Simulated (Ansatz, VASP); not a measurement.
# K: VASP beside Ansatz

```
CELL_PARAMETERS angstrom
-2.67409 2.67409 2.67409
2.67409 -2.67409 2.67409
2.67409 2.67409 -2.67409
ATOMIC_POSITIONS crystal
K 0.00000 0.00000 0.00000
```

Alike in both runs: task single point; functional revPBE; k mesh 14 × 14 × 14; occupations fermi-dirac, width 0.1 eV; no spin polarisation.

```csv
,VASP,Ansatz
version,VASP 6.6.1,Ansatz 0.2.0
potentials or method,"VASP PAW PBE potentials, release 64 (K_sv), cutoff 520 eV","plane waves (420 eV) with PAW, scalar-relativistic"
valence electrons in the cell,9,9
```

```tsv
	VASP	Ansatz	Ansatz less VASP
pressure (GPa)	0.1	0.1	+0.01
```

VASP's potentials were made for PBE, not for revPBE. The functional is the same, so the differences come from potentials, cutoffs and numerics.
